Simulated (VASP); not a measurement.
Here is a VASP 6.6.1 calculation.

INCAR

```
SYSTEM = TiCo
ALGO = Fast
EDIFF = 1E-6
ENCUT = 520
GGA = PE
ISIF = 2
ISMEAR = 0
ISPIN = 2
LASPH = .True.
LCHARG = .False.
LMAXMIX = 4
LORBIT = 11
LREAL = .False.
LWAVE = .False.
MAGMOM = 2 1
NBANDS = 22
NELM = 150
PREC = Accurate
SIGMA = 0.011
```

KPOINTS

```
k-points
0
Gamma
  9 9 9
  0 0 0
```

Contents of POSCAR:

```
TiCo
1.0
    2.9861109900      0.0000000000      0.0000000000
    0.0000000000      2.9861109900      0.0000000000
    0.0000000000      0.0000000000      2.9861109900
Co Ti
1 1
Direct
    0.5000000000      0.5000000000      0.5000000000
    0.0000000000      0.0000000000      0.0000000000
```

Potentials or basis: VASP PAW PBE potentials, release 64 (Co, Ti_sv).

Launch:

```sh
$ cat potpaw_PBE.64/Co/POTCAR potpaw_PBE.64/Ti_sv/POTCAR > POTCAR
$ mpirun -np 1 vasp_std > vasp.out
```

**Question.** Predict the net moment.

**Answer.** 0.84 μB per cell.

**Question.** Estimate the pressure.

**Answer.** -0.8 GPa.

**Question.** What does it give for the site moments?

**Answer.** Co +0.92; Ti -0.03 μB.
